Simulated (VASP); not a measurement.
# Mn2B2S (P-6m2) in VASP: notebook

Mn2B2S is run at these levels: PBE; tasks: single point, relaxation of cell and atoms.

Program: VASP 6.6.1. These are calculated values, not measurements. Logs are shortened: lines on timing, memory, paths and dates and some standing lists are left out, and cuts for length are marked.

## 1. The cell of the first run

It takes space group P-6m2 (No. 187, hexagonal). Conventional cell: a = 3.704 Å, b = 3.704 Å, c = 4.958 Å, α = 90.00°, β = 90.00°, γ = 120.00°. Mn (site symmetry -6m2) has 3 Mn at 2.14 Å and 6 B at 2.30 Å within 2.8 Å. Within 2.8 Å of Mn (site symmetry -6m2) lie 3 Mn at 2.14 Å and 6 B at 2.30 Å and 2 S at 2.48 Å. Within 2.3 Å of B (site symmetry 3m) lie 1 B at 1.69 Å and 6 Mn at 2.30 Å. Within 3.3 Å of S (site symmetry -6m2) lie 8 Mn at 2.48 to 3.27 Å and 6 B at 2.69 Å.

The cell was generated, and may not be a known phase.

## 2. Single point, PBE, collinear spin, antiferromagnetic start

Contents of INCAR:

```
PREC     = Accurate       # precision mode
ENCUT    = 520            # plane-wave cutoff, eV
EDIFF    = 1E-7           # SCF threshold, eV
ISMEAR   = 0              # smearing method
SIGMA    = 0.1            # smearing width, eV
LREAL    = F              # projectors in reciprocal space
LASPH    = T              # aspherical terms in the spheres
NELM     = 150            # most SCF steps
ALGO     = Normal         # electronic algorithm
ISIF     = 2              # what is computed and relaxed
LWAVE    = F              # write WAVECAR
LCHARG   = F              # write CHGCAR
ISPIN    = 2              # spin polarisation
MAGMOM   = -4 4 0 0 0     # initial moments
LORBIT   = 11             # projections on sites
LMAXMIX  = 4              # l up to which the mixer works
GGA      = PE             # functional
NBANDS   = 31             # bands
```

Contents of KPOINTS:

```
Automatic mesh
0
Gamma
  6 6 4
```

Contents of POSCAR:

```
Mn2B2S
1.0
    3.7035778905      0.0000000032      0.0000000000
   -1.8517889481      3.2073925365      0.0000000000
    0.0000000000      0.0000000000      4.9578264116
Mn B S
2 2 1
Direct
    0.3333333333      0.6666666667      0.0000000000
    0.6666666667      0.3333333333      0.0000000000
    0.0000000000      0.0000000000      0.1708462139
    0.0000000000      0.0000000000      0.8291537861
    0.6666666667      0.3333333333      0.5000000000
```

Potentials or basis: VASP PAW PBE potentials, release 64 (Mn_pv, B, S).

The run is started by

```bash
$ cat potpaw_PBE.64/Mn_pv/POTCAR potpaw_PBE.64/B/POTCAR potpaw_PBE.64/S/POTCAR > POTCAR
$ mpirun -np 1 vasp_std > vasp.out
```

OUTCAR:

```text
PREC = Accurate
   ENCUT = 520
   EDIFF = 1E-7
   ISMEAR = 0
   LREAL = F
   LASPH = T
   NELM = 150
   ISIF = 2
   ISPIN = 2
   LORBIT = 11
   GGA = PE

 ion  position               nearest neighbor table
   1  0.333  0.667  0.000-   2 2.14   2 2.14   2 2.14   4 2.30   3 2.30   4 2.30   3 2.30   4 2.30
                             3 2.30
   2  0.667  0.333  0.000-   1 2.14   1 2.14   1 2.14   4 2.30   3 2.30   3 2.30   4 2.30   3 2.30
                             4 2.30   5 2.48   5 2.48
   3  0.000  0.000  0.171-   4 1.69   2 2.30   1 2.30   2 2.30   1 2.30   2 2.30   1 2.30
   4  0.000  0.000  0.829-   3 1.69   2 2.30   1 2.30   2 2.30   1 2.30   2 2.30   1 2.30
   5  0.667  0.333  0.500-   2 2.48   2 2.48

  LATTYP: Found a hexagonal cell.
 ALAT       =     3.7035778905
 C/A-ratio  =     1.3386586048

  Lattice vectors:

 A1 = (   3.7035778905,   0.0000000032,   0.0000000000)
 A2 = (  -1.8517889481,   3.2073925365,   0.0000000000)
 A3 = (   0.0000000000,   0.0000000000,   4.9578264116)

Analysis of symmetry for initial positions (statically):
=====================================================================
 Subroutine PRICEL returns:
 Original cell was already a primitive cell.

 Routine SETGRP: Setting up the symmetry group for a
 hexagonal supercell.

 Subroutine GETGRP returns: Found 12 space group operations
 (whereof 12 operations were pure point group operations)
 out of a pool of 24 trial point group operations.

The static configuration has the point symmetry D_3h.

Analysis of symmetry for dynamics (positions and initial velocities):
=====================================================================
 Subroutine PRICEL returns:
 Original cell was already a primitive cell.

 Routine SETGRP: Setting up the symmetry group for a
 hexagonal supercell.

 Subroutine GETGRP returns: Found 12 space group operations
 (whereof 12 operations were pure point group operations)
 out of a pool of 24 trial point group operations.

The dynamic configuration has the point symmetry D_3h.

Analysis of structural, dynamic, and magnetic symmetry:
=====================================================================
 Subroutine PRICEL returns:
 Original cell was already a primitive cell.

 Routine SETGRP: Setting up the symmetry group for a
 hexagonal supercell.

 Subroutine GETGRP returns: Found 12 space group operations
 (whereof 12 operations were pure point group operations)
 out of a pool of 24 trial point group operations.

The overall configuration has the point symmetry D_3h.
[... 131 lines left out ...]
   LRPA    =     F    only Hartree local field effects (RPA)
 spin polarized calculation
 Gauss-broadening in eV      SIGMA  =   0.10
  energy-cutoff  :      520.00
  volume of cell :       58.89
 maximum number of plane-waves:      1614
 NGX is ok and might be reduce to    28
   NGX = 13   NGY = 13   NGZ = 19

 number of electron      38.0000022 magnetization      -0.6631597

 Free energy of the ion-electron system (eV)
  ---------------------------------------------------
  ext. energy  EPLUGINS =         0.00000000
  ---------------------------------------------------
  free energy    TOTEN  =       -31.55534631 eV

  energy without entropy =      -31.53769098  energy(sigma->0) =      -31.54651864

 E-fermi :   7.3154     XC(G=0): -11.6925

 val. band max:        7.3144194544   @ k =   0.5000   0.0000   0.2500
 cond. band min:       7.3288327033   @ k =   0.1667   0.0000   0.5000
 fundamental gap:      0.0144132489
 Fermi energy:         7.3153851672

 spin component 1

 k-point     1 :       0.0000    0.0000    0.0000
  band No.  band energies     occupation
      1     -41.4923      1.00000
      2     -41.4923      1.00000
      3     -41.3734      1.00000
      4     -40.1660      1.00000
      5     -40.1660      1.00000
      6     -40.0103      1.00000
[... 703 lines left out ...]
     30      16.9970      0.00000
     31      17.7241      0.00000
 Fermi energy:         7.3153851672

 spin component 2

 k-point     1 :       0.0000    0.0000    0.0000
  band No.  band energies     occupation
      1     -41.6641      1.00000
      2     -41.6641      1.00000
      3     -41.5076      1.00000
      4     -40.7445      1.00000
      5     -40.5121      1.00000
      6     -40.5121      1.00000
[... 703 lines left out ...]
     30      17.0203      0.00000
     31      17.4439      0.00000

------------------------ aborting loop because EDIFF is reached ----------------------------------------

  FORCE on cell =-STRESS in cart. coord.  units (eV):
  Direction    XX          YY          ZZ          XY          YZ          ZX
  --------------------------------------------------------------------------------------
  -------------------------------------------------------------------------------------
  Total        0.2752297      0.2752297     -0.0033126     -0.0000000     -0.0000000      0.0000000
  in kB        7.4875721      7.4875721     -0.0901192     -0.0000000     -0.0000000      0.0000000
  external PRESSURE =       4.9616750 kB  Pullay stress =       0.0000000 kB

 VOLUME and BASIS-vectors are now :
 -----------------------------------------------------------------------------
  energy-cutoff  :      520.00
  volume of cell :       58.89
      direct lattice vectors                 reciprocal lattice vectors
     3.703577891  0.000000003  0.000000000     0.270009172  0.155889868  0.000000000
    -1.851788948  3.207392537  0.000000000    -0.000000000  0.311779736  0.000000000
     0.000000000  0.000000000  4.957826412     0.000000000  0.000000000  0.201701293

 POSITION                                       TOTAL-FORCE (eV/Angst)
 -----------------------------------------------------------------------------------
     -0.00000      2.13826      0.00000        -0.000000      0.000000      0.000000
      1.85179      1.06913      0.00000        -0.000000     -0.000000      0.000000
      0.00000      0.00000      0.84703         0.000000     -0.000000      0.020784
      0.00000      0.00000      4.11080         0.000000     -0.000000     -0.020784
      1.85179      1.06913      2.47891         0.000000     -0.000000      0.000000
 -----------------------------------------------------------------------------------
    total drift:                               -0.000000      0.000000      0.000000

  FREE ENERGIE OF THE ION-ELECTRON SYSTEM (eV)
  ---------------------------------------------------
  free  energy   TOTEN  =       -31.5553463059 eV

  energy  without entropy=      -31.5376909822  energy(sigma->0) =      -31.54651864

 total charge

# of ion       s       p       d       tot
------------------------------------------
    1        0.387   6.401   5.316  12.104
    2        0.380   6.434   5.364  12.178
    3        0.682   1.003   0.000   1.685
    4        0.682   1.003   0.000   1.685
    5        1.416   2.138   0.000   3.553
--------------------------------------------------
tot          3.548  16.978  10.680  31.205

 magnetization (x)

# of ion       s       p       d       tot
------------------------------------------
    1       -0.026  -0.011  -1.100  -1.137
    2        0.006   0.005   0.511   0.521
    3        0.009   0.022   0.000   0.031
    4        0.009   0.022   0.000   0.031
    5        0.008  -0.062   0.000  -0.054
--------------------------------------------------
tot          0.005  -0.024  -0.589  -0.608
```

OSZICAR:

```text
N       E                     dE             d eps       ncg     rms          rms(c)
DAV:   1     0.382507649134E+03    0.38251E+03   -0.20657E+04  2620   0.140E+03
DAV:   2    -0.111767179421E+02   -0.39368E+03   -0.37529E+03  2653   0.408E+02
DAV:   3    -0.344955002806E+02   -0.23319E+02   -0.22580E+02  3043   0.107E+02
DAV:   4    -0.349501133999E+02   -0.45461E+00   -0.45279E+00  2927   0.146E+01
[... 15 lines left out ...]
DAV:  20    -0.315553459626E+02   -0.65485E-06   -0.23942E-06  3010   0.148E-02    0.803E-03
DAV:  21    -0.315553463674E+02   -0.40480E-06   -0.88136E-07  2890   0.718E-03    0.267E-03
DAV:  22    -0.315553462390E+02    0.12841E-06   -0.14183E-06  2486   0.988E-03    0.112E-03
DAV:  23    -0.315553463059E+02   -0.66919E-07   -0.13366E-07  1540   0.362E-03
   1 F= -.31555346E+02 E0= -.31546519E+02  d E =-.176553E-01  mag=    -0.6631
```

It took 3.6 min on 1 thread of Intel Xeon 8259CL, shared host; peak memory 0.23 GiB.

Results:

* Free energy: -31.5553 eV
* Pressure: 0.5 GPa
* Largest force: 0.021 eV/Å
* Net moment: -0.66 μB per cell
* Site moments: Mn -1.14, +0.52; B +0.03; S -0.05 μB
* Valence electrons inside the program's atomic spheres: Mn 12.10, 12.18; B 1.69; S 3.55

Forces in eV/Å, atoms in the order of the input:
```
Mn   0.000  0.000  0.000
Mn   0.000  0.000  0.000
B    0.000  0.000  0.021
B    0.000  0.000 -0.021
S    0.000  0.000  0.000
```

## 3. Single point, PBE, collinear spin, antiferromagnetic start

This run uses another cell than the first one, of 13.26 Å³/atom.

Contents of INCAR:

```
SYSTEM = Mn2B2S
PREC = Accurate
ENCUT = 520
EDIFF = 1E-7
ISMEAR = 0
SIGMA = 0.1
LREAL = .FALSE.
LASPH = .TRUE.
NELM = 150
ALGO = Normal
ISIF = 2
LWAVE = .FALSE.
LCHARG = .FALSE.
ISPIN = 2
MAGMOM = -4 4 0 0 0
LORBIT = 11
LMAXMIX = 4
GGA = PE
NBANDS = 31
```

Contents of KPOINTS:

```
Automatic mesh
0
G
  6 6 4
  0 0 0
```

Contents of POSCAR:

```
Mn2B2S
1.0
    3.2906435500      0.0000000000      0.0000000000
   -1.6453217800      2.8497809100      0.0000000000
    0.0000000000      0.0000000000      7.0718005100
Mn B S
2 2 1
Direct
    0.3333333300      0.6666666700      0.0000000000
    0.6666666700      0.3333333300      0.0000000000
    0.0000000000      0.0000000000      0.2076934400
    0.0000000000      0.0000000000      0.7923065600
    0.6666666700      0.3333333300      0.5000000000
```

Potentials or basis: VASP PAW PBE potentials, release 64 (Mn_pv, B, S).

The run is started by

```bash
$ cat potpaw_PBE.64/Mn_pv/POTCAR potpaw_PBE.64/B/POTCAR potpaw_PBE.64/S/POTCAR > POTCAR
$ mpirun -np 1 vasp_std > vasp.out
```

It took 2.7 min on 1 thread of Intel Xeon 8259CL, shared host; peak memory 0.24 GiB.

Results (log left out):

```
Free energy                                           : -27.2530 eV
Pressure                                              : 8.6 GPa
Largest force                                         : 0.082 eV/Å
Band gap on the k mesh                                : zero (filled and empty bands overlap)
Net moment                                            : 0.00 μB per cell
Valence electrons inside the program's atomic spheres : Mn 12.56, 12.55; B 1.46; S 3.46
```

Forces in eV/Å, atoms in the order of the input:
```
Mn   0.000  0.000  0.000
Mn   0.000  0.000  0.000
B    0.000  0.000 -0.082
B    0.000  0.000  0.082
S    0.000  0.000  0.000
```

Stress tensor (GPa, compression positive):
```
 26.61   0.00   0.00
  0.00  26.61   0.00
  0.00   0.00 -27.38
```

Levels at points of the mesh, in eV from the Fermi level:
Spin up:
```
           k point  band 16  band 17  band 18  band 19  band 20  band 21  band 22  band 23
(0.00, 0.00, 0.00)    -1.36    -1.36    -0.35    -0.35     0.76     0.76     0.92     1.04
(0.50, 0.00, 0.00)    -2.41    -1.44    -0.70    -0.54    -0.07     1.53     1.81     2.05
(0.00, 0.00, 0.50)    -1.36    -1.36    -0.40    -0.40     0.84     0.84     1.03     2.28
(0.50, 0.00, 0.50)    -2.50    -1.49    -0.39    -0.04     0.61     1.03     1.06     1.53
```
Spin down:
```
           k point  band 15  band 16  band 17  band 18  band 19  band 20  band 21  band 22  band 23  band 24
(0.00, 0.00, 0.00)    -1.91    -1.36    -1.36    -0.35    -0.35     0.76     0.76     0.92     1.04     4.38
(0.50, 0.00, 0.00)    -2.88    -2.41    -1.44    -0.70    -0.54    -0.07     1.53     1.81     2.05     2.07
(0.00, 0.00, 0.50)    -2.22    -1.36    -1.36    -0.40    -0.40     0.84     0.84     1.03     2.28     3.72
(0.50, 0.00, 0.50)    -2.73    -2.50    -1.49    -0.39    -0.04     0.61     1.03     1.07     1.53     1.70
```

Caveat: the k points lie up to 0.37 Å⁻¹ apart, too coarse for converged energies and pressures of a metal; atoms lie so close that the PAW spheres overlap strongly, which falsifies energies and pressures; the moments typed at the start vanished in this run. With open d or f shells a metallic result of PBE can be an artefact of self-interaction; +U or a hybrid may open a gap.

## 4. Relaxation of cell and atoms, PBE, collinear spin, antiferromagnetic start

This run uses another cell than the first one, of 13.26 Å³/atom.

Contents of INCAR:

```
  ALGO = Normal
  EDIFF = 1E-6
  EDIFFG = -0.04
  ENCUT = 600
  GGA = PE
  IBRION = 2
  ISIF = 3
  ISMEAR = 0
  ISPIN = 2
  LASPH = T
  LCHARG = F
  LMAXMIX = 4
  LORBIT = 11
  LREAL = F
  LWAVE = F
  MAGMOM = -4 4 0 0 0
  NELM = 150
  NSW = 90
  PREC = Accurate
  SIGMA = 0.1
```

Contents of KPOINTS:

```
k-points
0
Gamma
  6 6 4
```

POSCAR is that of step 3.

The run is started by

```bash
$ cat potpaw_PBE.64/Mn_pv/POTCAR potpaw_PBE.64/B/POTCAR potpaw_PBE.64/S/POTCAR > POTCAR
$ mpirun -np 1 vasp_std > vasp.out
```

Run time: 36 min. Hardware: 1 thread of Intel Xeon 8259CL, shared host; peak memory 0.28 GiB.

It converged, with:

- Free energy: -31.5108 eV
- Relaxed volume: 11.62 Å³/atom
- Relaxed cell: a = 3.693 Å, b = 3.693 Å, c = 4.920 Å, α = 90.00°, β = 90.00°, γ = 120.00°
- Space group after relaxing (to 0.1 Å): P-6m2 (No. 187)
- Energy gained by relaxing: 851.4 meV/atom
- Ionic steps: 16
- Pressure after relaxing: 0.1 GPa
- Band gap on the k mesh: zero (filled and empty bands overlap)
- Net moment: 0.00 μB per cell
- Valence electrons inside the program's atomic spheres: Mn 12.14, 12.20; B 1.68; S 3.55

Step by step:
```tsv
step	energy change (eV)	largest force (eV/Å)	pressure (GPa)	volume (Å³)
1	0.0000	0.0832	8.61	66.32
2	-1.7330	1.2857	-16.99	72.28
3	-1.8060	1.5852	-19.51	73.03
4	-3.6785	1.9902	-14.27	63.12
5	-4.0391	1.5324	-8.95	59.37
6	-3.5368	3.2461	14.77	51.63
7	-4.0855	1.1791	-6.30	57.86
8	-4.0955	0.8226	-4.10	56.88
9	-4.1855	0.4578	3.10	55.52
10	-4.1873	0.3805	4.42	55.29
11	-4.2396	0.0890	3.29	56.55
12	-4.2493	0.1512	2.77	57.33
13	-4.2485	0.2569	-2.69	58.88
14	-4.2569	0.0526	0.04	58.08
15	-4.2569	0.0487	0.08	58.06
16	-4.2570	0.0016	0.07	58.10
```

Final structure:
```xyz
5
Lattice="3.6925 0.0000 0.0000 -1.8463 3.1978 0.0000 0.0000 0.0000 4.9205" Properties=species:S:1:pos:R:3 pbc="T T T"
Mn    0.0000    2.1319    0.0000
Mn    1.8463    1.0659    0.0000
B     1.8463    3.1978    0.8539
B     0.0000    0.0000    4.0666
S     1.8463    1.0659    2.4602
```

Levels at points of the mesh, in eV from the Fermi level:
Spin up:
| k point | band 16 | band 17 | band 18 | band 19 | band 20 | band 21 | band 22 | band 23 |
| --- | --- | --- | --- | --- | --- | --- | --- | --- |
| (0.00, 0.00, 0.00) | -1.64 | -0.92 | -0.92 | -0.78 | -0.78 | -0.43 | 1.11 | 1.40 |
| (0.50, 0.00, 0.00) | -2.68 | -0.78 | -0.05 | -0.03 | 0.75 | 0.83 | 1.02 | 1.04 |
| (0.00, 0.00, 0.50) | -1.38 | -1.33 | -1.33 | -0.04 | 0.15 | 0.15 | 0.80 | 3.70 |
| (0.50, 0.00, 0.50) | -1.09 | -1.08 | -0.97 | -0.80 | 0.85 | 0.96 | 0.99 | 1.15 |
Spin down:
```
           k point  band 15  band 16  band 17  band 18  band 19  band 20  band 21  band 22  band 23
(0.00, 0.00, 0.00)    -1.82    -1.64    -0.92    -0.92    -0.78    -0.78    -0.43     1.11     1.40
(0.50, 0.00, 0.00)    -2.69    -2.68    -0.79    -0.05    -0.04     0.75     0.83     1.02     1.04
(0.00, 0.00, 0.50)    -1.38    -1.38    -1.33    -1.33    -0.05     0.15     0.15     0.80     3.70
(0.50, 0.00, 0.50)    -2.18    -1.09    -1.08    -0.97    -0.81     0.85     0.96     0.99     1.15
```

Caveat: the k points lie up to 0.33 Å⁻¹ apart in the final cell, too coarse for converged energies and pressures of a metal; the moments typed at the start vanished in this run; a cell axis changed by over 15 % at a fixed basis, so the end point is rough.

The gap in the log of VASP goes by the Fermi energy; the results here count the filled bands.